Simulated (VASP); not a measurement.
# WC (P-6m2) in VASP: notebook

WC is run at these levels: PBEsol; tasks: single point, relaxation of cell and atoms.

All numbers are computed with VASP 6.6.1; they aren't measurements. Logs are shortened: lines on timing, memory, paths and dates and some standing lists are left out, and cuts for length are marked.

### 1 The cell of the first run

The structure is hexagonal, space group P-6m2 (No. 187). Conventional cell: a = 2.898 Å, b = 2.898 Å, c = 2.828 Å, α = 90.00°, β = 90.00°, γ = 120.00°. W (site symmetry -6m2) has 6 C at 2.19 Å and 8 W at 2.83 to 2.90 Å within 2.9 Å. Within 2.9 Å of C (site symmetry -6m2) lie 6 W at 2.19 Å and 8 C at 2.83 to 2.90 Å.

### 2 Single point, PBEsol

Input file INCAR:

```
ALGO     = Normal         # electronic algorithm
EDIFF    = 1E-7           # SCF threshold, eV
ENCUT    = 520            # plane-wave cutoff, eV
GGA      = PS             # functional
ISIF     = 2              # what is computed and relaxed
ISMEAR   = 0              # smearing method
LASPH    = True           # aspherical terms in the spheres
LCHARG   = False          # write CHGCAR
LREAL    = False          # projectors in reciprocal space
LWAVE    = False          # write WAVECAR
NBANDS   = 16             # bands
NELM     = 60             # most SCF steps
PREC     = Accurate       # precision mode
SIGMA    = 0.1            # smearing width, eV
```

Input file KPOINTS:

```
k-points
0
Gamma
  18 18 14
```

Input file POSCAR:

```
WC
1.0
    2.8984899892      0.0000000000      0.0000000000
   -1.4492449946      2.5101659632      0.0000000000
    0.0000000000      0.0000000000      2.8278117708
W C
1 1
Direct
    0.0000000000      0.0000000000      0.0000000000
    0.6666666667      0.3333333333      0.5000000000
```

Potentials or basis: VASP PAW PBE potentials, release 64 (W_sv, C).

The run is started by

```
$ cat potpaw_PBE.64/W_sv/POTCAR potpaw_PBE.64/C/POTCAR > POTCAR
$ mpirun -np 1 vasp_std > vasp.out
```

OUTCAR:

```text
EDIFF = 1E-7
   ENCUT = 520
   GGA = PS
   ISIF = 2
   ISMEAR = 0
   LASPH = True
   LREAL = False
   NELM = 60
   PREC = Accurate

 ion  position               nearest neighbor table
   1  0.000  0.000  0.000-   2 2.19   2 2.19   2 2.19   2 2.19   2 2.19   2 2.19
   2  0.667  0.333  0.500-   1 2.19   1 2.19   1 2.19   1 2.19   1 2.19   1 2.19

  LATTYP: Found a hexagonal cell.
 ALAT       =     2.8984899892
 C/A-ratio  =     0.9756155037

  Lattice vectors:

 A1 = (   2.8984899892,   0.0000000000,   0.0000000000)
 A2 = (  -1.4492449946,   2.5101659632,   0.0000000000)
 A3 = (   0.0000000000,   0.0000000000,   2.8278117708)

Analysis of symmetry for initial positions (statically):
=====================================================================
 Subroutine PRICEL returns:
 Original cell was already a primitive cell.

 Routine SETGRP: Setting up the symmetry group for a
 hexagonal supercell.

 Subroutine GETGRP returns: Found 12 space group operations
 (whereof 12 operations were pure point group operations)
 out of a pool of 24 trial point group operations.

The static configuration has the point symmetry D_3h.

Analysis of symmetry for dynamics (positions and initial velocities):
=====================================================================
 Subroutine PRICEL returns:
 Original cell was already a primitive cell.

 Routine SETGRP: Setting up the symmetry group for a
 hexagonal supercell.

 Subroutine GETGRP returns: Found 12 space group operations
 (whereof 12 operations were pure point group operations)
 out of a pool of 24 trial point group operations.

The dynamic configuration has the point symmetry D_3h.

 Subroutine INISYM returns: Found 12 space group operations
 (whereof 12 operations are pure point group operations),
 and found     1 'primitive' translations

----------------------------------------------------------------------------------------

                                     Primitive cell

  volume of cell :      20.5743

  direct lattice vectors                    reciprocal lattice vectors
     2.898489989  0.000000000  0.000000000     0.345007229  0.199190017  0.000000000
    -1.449244995  2.510165963  0.000000000     0.000000000  0.398380033  0.000000000
     0.000000000  0.000000000  2.827811771     0.000000000  0.000000000  0.353630327

  length of vectors
     2.898489989  2.898489989  2.827811771     0.398380033  0.398380033  0.353630327

[... 80 lines left out ...]
   EDIFF  = 0.1E-06   stopping-criterion for ELM
   LREAL  =      F    real-space projection
   EDIFFG = 0.1E-05   stopping-criterion for IOM
   NSW    =      0    number of steps for IOM
   IBRION =     -1    ionic relax: 0-MD 1-quasi-New 2-CG
   NFREE  =      0    steps in history (QN), initial steepest desc. (CG)
   ISIF   =      2    stress and relaxation
   ISYM   =      2    0-nonsym 1-usesym 2-fastsym
   POTIM  = 0.5000    time-step for ionic-motion
   TEBEG  =    0.0;   TEEND  =   0.0 temperature during run
   PSTRESS=    0.0 pullay stress
   NELECT =      18.0000    total number of electrons
   NUPDOWN=      -1.0000    fix difference up-down
   EMIN   =  10.00;   EMAX   =-10.00  energy-range for DOS
   EFERMI =   0.00;   METHOD = LEGACY
   ISMEAR =     0;   SIGMA  =   0.10  broadening in eV -4-tet -1-fermi 0-gaus
   EFERMI_NEDOS =   21; number of points for ismear=-14 and -15
   IALGO  =     38    algorithm
   IMIX   =      4    mixing-type and parameters
     AMIX     =   0.40;   BMIX     =  1.00
     AMIX_MAG =   1.60;   BMIX_MAG =  1.00
  volume/ion in A,a.u.               =      10.29        69.42
  Fermi-wavevector in a.u.,A,eV,Ry     =   1.565756  2.958850 33.355932  2.451592
  Thomas-Fermi vector in A             =   2.668185
   LORBIT       =      0    0 simple, 1 ext, 2 COOP (PROOUT), +10 PAW based schemes
   GGA     = PS    functional components
   LHFCALC =     F    Hartree Fock is set to
   AEXX    =    0.0000 exact exchange contribution
   IVDW    =     0    specifies the selected vdW correction
   LEPSILON=     F    determine dielectric tensor
   LRPA    =     F    only Hartree local field effects (RPA)
 non-spin polarized calculation
 Gauss-broadening in eV      SIGMA  =   0.10
  energy-cutoff  :      520.00
  volume of cell :       20.57
 maximum number of plane-waves:       574
 NGX is ok and might be reduce to    24
   NGX = 11   NGY = 11   NGZ = 11

 number of electron      18.0000001 magnetization

 Free energy of the ion-electron system (eV)
  ---------------------------------------------------
  ext. energy  EPLUGINS =         0.00000000
  ---------------------------------------------------
  free energy    TOTEN  =       -23.90070357 eV

  energy without entropy =      -23.89943906  energy(sigma->0) =      -23.90007132

 E-fermi :  11.0530     XC(G=0): -13.9755

 val. band max:       11.0128283982   @ k =   0.0556   0.0000   0.2143
 cond. band min:      11.0741511355   @ k =   0.4444  -0.0000   0.5000
 fundamental gap:      0.0613227372
 Fermi energy:        11.0529505032

 k-point     1 :       0.0000    0.0000    0.0000
  band No.  band energies     occupation
      1     -62.8614      2.00000
      2     -26.8467      2.00000
      3     -26.7425      2.00000
      4     -26.7425      2.00000
      5      -3.4386      2.00000
      6       6.6760      2.00000
[... 433 lines left out ...]
      3     -26.9974      2.00000
      4     -26.7306      2.00000
      5      -0.0013      2.00000
      6       4.1346      2.00000
[... 8 lines left out ...]
     15      24.9310      0.00000
     16      28.6560      0.00000

 [... further k-points ...]

------------------------ aborting loop because EDIFF is reached ----------------------------------------

  FORCE on cell =-STRESS in cart. coord.  units (eV):
  Direction    XX          YY          ZZ          XY          YZ          ZX
  --------------------------------------------------------------------------------------
  -------------------------------------------------------------------------------------
  Total        0.1456260      0.1456260      0.1913455     -0.0000000      0.0000000      0.0000000
  in kB       11.3403051     11.3403051     14.9006107     -0.0000000      0.0000000      0.0000000
  external PRESSURE =      12.5270736 kB  Pullay stress =       0.0000000 kB

 VOLUME and BASIS-vectors are now :
 -----------------------------------------------------------------------------
  energy-cutoff  :      520.00
  volume of cell :       20.57
      direct lattice vectors                 reciprocal lattice vectors
     2.898489989  0.000000000  0.000000000     0.345007229  0.199190017  0.000000000
    -1.449244995  2.510165963  0.000000000     0.000000000  0.398380033  0.000000000
     0.000000000  0.000000000  2.827811771     0.000000000  0.000000000  0.353630327

 POSITION                                       TOTAL-FORCE (eV/Angst)
 -----------------------------------------------------------------------------------
      0.00000      0.00000      0.00000         0.000000      0.000000      0.000000
      1.44924      0.83672      1.41391        -0.000000      0.000000      0.000000
 -----------------------------------------------------------------------------------
    total drift:                                0.000000     -0.000000      0.000000

  FREE ENERGIE OF THE ION-ELECTRON SYSTEM (eV)
  ---------------------------------------------------
  free  energy   TOTEN  =       -23.9007035730 eV

  energy  without entropy=      -23.8994390626  energy(sigma->0) =      -23.90007132
```

OSZICAR:

```text
N       E                     dE             d eps       ncg     rms          rms(c)
DAV:   1     0.108464882095E+03    0.10846E+03   -0.93357E+03  9496   0.125E+03
DAV:   2    -0.236114432894E+02   -0.13208E+03   -0.12750E+03 11264   0.337E+02
DAV:   3    -0.267905671609E+02   -0.31791E+01   -0.31684E+01 10512   0.496E+01
DAV:   4    -0.268066633155E+02   -0.16096E-01   -0.16095E-01 12288   0.399E+00
DAV:   5    -0.268067802692E+02   -0.11695E-03   -0.11695E-03 10576   0.321E-01    0.336E+01
DAV:   6    -0.239995901893E+02    0.28072E+01   -0.52980E+00 11624   0.249E+01    0.937E+00
DAV:   7    -0.239341655380E+02    0.65425E-01   -0.36735E-01 10008   0.469E+00    0.639E+00
DAV:   8    -0.239017144411E+02    0.32451E-01   -0.61823E-02 10760   0.201E+00    0.904E-01
DAV:   9    -0.239008580197E+02    0.85642E-03   -0.25670E-03 10448   0.387E-01    0.117E-01
DAV:  10    -0.239007040132E+02    0.15401E-03   -0.27084E-04 11824   0.196E-01    0.460E-02
DAV:  11    -0.239007041971E+02   -0.18388E-06   -0.11159E-05 10496   0.321E-02    0.782E-03
DAV:  12    -0.239007036030E+02    0.59406E-06   -0.19018E-06 10616   0.113E-02    0.771E-04
DAV:  13    -0.239007035730E+02    0.30070E-07   -0.82139E-08  7792   0.240E-03
   1 F= -.23900704E+02 E0= -.23900071E+02  d E =-.126451E-02
```

It took 26 s on 1 thread of Intel Xeon 6975P-C (Granite Rapids), shared host; peak memory 0.21 GiB.

What came out:

- Free energy: -23.9007 eV
- Pressure: 1.3 GPa
- Band gap on the k mesh: zero (band 9 reaches 11.69 eV, above the bottom of band 10 at 10.45 eV)

Stress tensor (GPa, compression positive):
```
1.13 0.00 0.00
0.00 1.13 0.00
0.00 0.00 1.49
```

Caveat: the PAW data sets were made with another functional, which shifts forces and pressure a little; spin-orbit coupling is left out, which moves the levels of the heavy elements.

### 3 Relaxation of cell and atoms, PBEsol

This run uses another cell than the first one, of 10.52 Å³/atom, 1.023 times its volume.

Input file INCAR:

```
  ALGO = Normal
  EDIFF = 1E-6
  EDIFFG = -0.005
  ENCUT = 600
  GGA = PS
  IBRION = 2
  ISIF = 3
  ISMEAR = 0
  LASPH = T
  LCHARG = F
  LREAL = F
  LWAVE = F
  NELM = 100
  NSW = 70
  PREC = Accurate
  SIGMA = 0.1
```

KPOINTS is that of step 2.

Input file POSCAR:

```
WC
1.0
    2.9216789062      0.0000000000      0.0000000000
   -1.4608394531      2.5302481545      0.0000000000
    0.0000000000      0.0000000000      2.8470525963
W C
1 1
Direct
    0.0000000000      0.0000000000      0.0000000000
    0.6666666667      0.3333333333      0.5000000000
```

Potentials or basis: VASP PAW PBE potentials, release 64 (W_sv, C).

The run is started by

```
$ cat potpaw_PBE.64/W_sv/POTCAR potpaw_PBE.64/C/POTCAR > POTCAR
$ mpirun -np 1 vasp_std > vasp.out
```

OUTCAR:

```text
EDIFF = 1E-6
   EDIFFG = -0.005
   ENCUT = 600
   GGA = PS
   IBRION = 2
   ISIF = 3
   ISMEAR = 0
   LASPH = T
   LREAL = F
   NELM = 100
   NSW = 70
   PREC = Accurate

 ion  position               nearest neighbor table
   1  0.000  0.000  0.000-   2 2.21   2 2.21   2 2.21   2 2.21   2 2.21   2 2.21
   2  0.667  0.333  0.500-   1 2.21   1 2.21   1 2.21   1 2.21   1 2.21   1 2.21

  LATTYP: Found a hexagonal cell.
 ALAT       =     2.9216789062
 C/A-ratio  =     0.9744577305

  Lattice vectors:

 A1 = (   2.9216789062,   0.0000000000,   0.0000000000)
 A2 = (  -1.4608394531,   2.5302481545,   0.0000000000)
 A3 = (   0.0000000000,   0.0000000000,   2.8470525963)

Analysis of symmetry for initial positions (statically):
=====================================================================
 Subroutine PRICEL returns:
[... 378 lines left out ...]
      5      -3.4576      2.00000
      6       6.6511      2.00000
      7       7.6601      2.00000
      8       7.6601      2.00000
      9      11.1338      0.08169
     10      14.2678      0.00000
     11      14.2678      0.00000
     12      16.7020      0.00000
     13      16.7020      0.00000
[... 354 lines left out ...]
  band No.  band energies     occupation
      1     -62.8481      2.00000
      2     -27.5742      2.00000
      3     -27.0425      2.00000
      4     -26.7794      2.00000
      5      -0.0297      2.00000
      6       4.1082      2.00000
      7       7.3672      2.00000
      8       7.4822      2.00000
      9      10.5354      2.00000
     10      12.8386      0.00000
     11      14.6094      0.00000
     12      15.8759      0.00000
     13      18.6034      0.00000

 [... further k-points ...]

------------------------ aborting loop because EDIFF is reached ----------------------------------------

  FORCE on cell =-STRESS in cart. coord.  units (eV):
  Direction    XX          YY          ZZ          XY          YZ          ZX
  --------------------------------------------------------------------------------------
  -------------------------------------------------------------------------------------
  Total        0.0001667      0.0001667     -0.0057659      0.0000000     -0.0000000      0.0000000
  in kB        0.0129435      0.0129435     -0.4477454      0.0000000     -0.0000000      0.0000000
  external PRESSURE =      -0.1406194 kB  Pullay stress =       0.0000000 kB
[... 17 lines left out ...]
  FREE ENERGIE OF THE ION-ELECTRON SYSTEM (eV)
  ---------------------------------------------------
  free  energy   TOTEN  =       -23.9020916538 eV

  energy  without entropy=      -23.9008193082  energy(sigma->0) =      -23.90145548

 reached required accuracy - stopping structural energy minimisation
```

OSZICAR:

```text
N       E                     dE             d eps       ncg     rms          rms(c)
DAV:   1     0.119091059301E+03    0.11909E+03   -0.10671E+04  7712   0.170E+03
DAV:   2    -0.223694933704E+02   -0.14146E+03   -0.13784E+03  8686   0.407E+02
[... 75 lines left out ...]
  11 F= -.23902076E+02 E0= -.23901439E+02  d E =0.127114E-04
       N       E                     dE             d eps       ncg     rms          rms(c)
DAV:   1    -0.239021646275E+02   -0.87703E-04   -0.18217E-03  7861   0.634E-01    0.130E-01
DAV:   2    -0.239021015620E+02    0.63066E-04   -0.15584E-04  7951   0.161E-01    0.261E-02
DAV:   3    -0.239020924548E+02    0.91072E-05   -0.17187E-05  8281   0.388E-02    0.826E-03
DAV:   4    -0.239020912528E+02    0.12020E-05   -0.41969E-06  8206   0.238E-02    0.104E-02
DAV:   5    -0.239020916538E+02   -0.40102E-06   -0.29138E-07  3863   0.665E-03
  12 F= -.23902092E+02 E0= -.23901455E+02  d E =-.261156E-05
```

CONTCAR:

```text
WC
   1.00000000000000
     2.9009346242503802    0.0000000000000000   -0.0000000000000000
    -1.4504673121251901    2.5122830793477311    0.0000000000000000
    -0.0000000000000000    0.0000000000000000    2.8310128418917229
  W               C
     1     1
Direct
     0.0000000000000000    0.0000000000000000    0.0000000000000000
     0.6666666667000030    0.3333333332999970    0.5000000000000000

  0.00000000E+00  0.00000000E+00  0.00000000E+00
  0.00000000E+00  0.00000000E+00  0.00000000E+00
```

It took 2.8 min on 1 thread of Intel Xeon Platinum 8559C (Emerald Rapids), shared host; peak memory 0.25 GiB.

What came out:

```
Free energy                            : -23.9021 eV
Relaxed volume                         : 10.32 Å³/atom
Relaxed cell                           : a = 2.901 Å, b = 2.901 Å, c = 2.831 Å, α = 90.00°, β = 90.00°, γ = 120.00°
Space group after relaxing (to 0.05 Å) : P-6m2 (No. 187)
Energy gained by relaxing              : 5.1 meV/atom
Ionic steps                            : 12
Pressure after relaxing                : 0.0 GPa
Band gap on the k mesh                 : zero (band 9 reaches 11.65 eV, above the bottom of band 10 at 10.41 eV)
```

Step by step:
| step | energy change (eV) | largest force (eV/Å) | pressure (GPa) | volume (Å³) |
| --- | --- | --- | --- | --- |
| 1 | 0.0000 | 0.0000 | -7.77 | 21.05 |
| 2 | 0.0736 | 0.0000 | 25.40 | 19.53 |
| 3 | -0.0101 | 0.0000 | -0.18 | 20.65 |
| 4 | -0.0102 | 0.0000 | -0.06 | 20.64 |
| 5 | -0.0101 | 0.0000 | 0.10 | 20.63 |
| 6 | -0.0102 | 0.0000 | 0.14 | 20.62 |
| 7 | -0.0102 | 0.0000 | 0.12 | 20.63 |
| 8 | -0.0102 | 0.0000 | 0.14 | 20.63 |
| 9 | -0.0102 | 0.0000 | 0.15 | 20.62 |
| 10 | -0.0102 | 0.0000 | 0.16 | 20.62 |
| 11 | -0.0102 | 0.0000 | -0.29 | 20.65 |
| 12 | -0.0102 | 0.0000 | -0.01 | 20.63 |

Final structure:
```
W C
1.0
     2.90093    0.00000    0.00000
    -1.45047    2.51228    0.00000
     0.00000    0.00000    2.83101
W C
1 1
Direct
  0.00000 0.00000 0.00000
  0.66667 0.33333 0.50000
```

Caveat: the PAW data sets were made with another functional, which shifts forces and pressure a little; spin-orbit coupling is left out, which moves the levels of the heavy elements.
